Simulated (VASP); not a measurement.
Set up this calculation in VASP 6.6.1, as the native input.

```
Task                   : single point
Functional             : LDA
Potentials or basis    : VASP PAW LDA potentials, release 64 (K_sv)
Cutoff                 : 520 eV
k mesh                 : 9 × 9 × 5
Occupations            : fermi-dirac, width 0.1 eV
Spin                   : no spin polarisation
Dipole correction      : no
Further INCAR settings : ALGO = Normal; EDIFF = 1e-06; NBANDS = 16
```

The structure of K lies in POSCAR:

```
K
1.0
    4.6269112810      0.0000000000      0.0000000000
   -2.3134556405      4.0070227104      0.0000000000
    0.0000000000      0.0000000000      7.5340290846
K
2
Direct
    0.3333333333      0.6666666667      0.2500000000
    0.6666666667      0.3333333333      0.7500000000
```

This cell differs from its parent crystal: volume scaled by 1.08.

One way to write it, as run:

INCAR

```
ALGO = Normal
EDIFF = 1E-6
ENCUT = 520
ISIF = 2
ISMEAR = -1
LASPH = T
LCHARG = T
LELF = T
LREAL = F
LVHAR = T
LWAVE = F
NBANDS = 16
NELM = 80
PREC = Accurate
SIGMA = 0.1
```

KPOINTS

```
k-points
0
Gamma
  9 9 5
```

Potentials or basis: VASP PAW LDA potentials, release 64 (K_sv).

The run is started by

```bash
$ cat potpaw_LDA.64/K_sv/POTCAR > POTCAR
$ mpirun -np 1 vasp_std > vasp.out
```

It gave:

```
Pressure               : -0.3 GPa
Band gap on the k mesh : zero (band 9 reaches 0.90 eV, above the bottom of band 10 at -1.38 eV)
```

Wall time 44 s on 1 thread of Intel(R) Xeon(R) Platinum 8259CL CPU @ 2.50GHz (Skylake/Cascade Lake) (shared host), peak memory 0.23 GiB.
